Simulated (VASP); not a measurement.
# Li2ZnAs4: single point with PBEsol

Crystal: Li2ZnAs4.

```
CELL_PARAMETERS angstrom
0.00000 4.96407 4.96407
4.96407 0.00000 4.96407
4.96407 4.96407 0.00000
ATOMIC_POSITIONS crystal
As 0.25286 0.25286 0.25286
As 0.25858 0.74714 0.74714
As 0.25286 0.25286 0.74142
As 0.74714 0.25858 0.74714
As 0.74142 0.25286 0.25286
As 0.74714 0.74714 0.74714
As 0.25286 0.74142 0.25286
As 0.74714 0.74714 0.25858
Li 0.50000 0.50000 0.50000
Li 0.00000 0.50000 0.50000
Li 0.50000 0.50000 0.00000
Li 0.50000 0.00000 0.50000
Zn 0.12500 0.12500 0.12500
Zn 0.87500 0.87500 0.87500
```

| Quantity | Value |
| --- | --- |
| Program | VASP 6.6.1 |
| Task | single point |
| Functional | PBEsol |
| Potentials or basis | VASP PAW PBE potentials, release 64 (As, Li_sv, Zn) |
| Cutoff | 520 eV |
| k mesh | 6 × 6 × 6 |
| Occupations | fermi-dirac, width 0.1 eV |
| Spin | no spin polarisation |
| Dipole correction | no |
| Further INCAR settings | ALGO = Normal; EDIFF = 1e-06; NBANDS = 51 |

```yaml
Largest_force: 1.473 eV/Å
Band_gap_on_the_k_mesh: zero (band 38 reaches 4.77 eV, above the bottom of band 39 at 3.62 eV)
```

Forces on the atoms (eV/Å):
```
As   0.851  0.851  0.851
As  -0.851  0.851  0.851
As  -0.851 -0.851  0.851
As   0.851 -0.851  0.851
As   0.851 -0.851 -0.851
As  -0.851 -0.851 -0.851
As  -0.851  0.851 -0.851
As   0.851  0.851 -0.851
Li   0.000  0.000  0.000
Li   0.000  0.000  0.000
Li   0.000  0.000  0.000
Li   0.000  0.000  0.000
Zn   0.000  0.000  0.000
Zn   0.000  0.000  0.000
```

Levels at points of the mesh, in eV from the Fermi level:
| k point | band 34 | band 35 | band 36 | band 37 | band 38 | band 39 | band 40 | band 41 | band 42 | band 43 |
| --- | --- | --- | --- | --- | --- | --- | --- | --- | --- | --- |
| (0.00, 0.00, 0.00) | -0.47 | -0.47 | 1.04 | 1.04 | 1.04 | 1.73 | 1.73 | 1.73 | 1.74 | 1.74 |
| (0.50, 0.00, 0.00) | -1.27 | -1.11 | -1.11 | -0.39 | -0.39 | 0.10 | 0.24 | 0.24 | 0.75 | 1.69 |
| (0.50, 0.50, 0.00) | -1.73 | -1.66 | -1.66 | -0.83 | -0.83 | 0.43 | 0.43 | 0.45 | 0.45 | 1.07 |

Run time: 5.8 min on 1 thread of AMD EPYC 7R43 64-Core Processor (Zen 3), on a shared host, peak memory 0.43 GiB.

Caveat: the PAW data sets were made with another functional, which shifts forces and pressure a little.
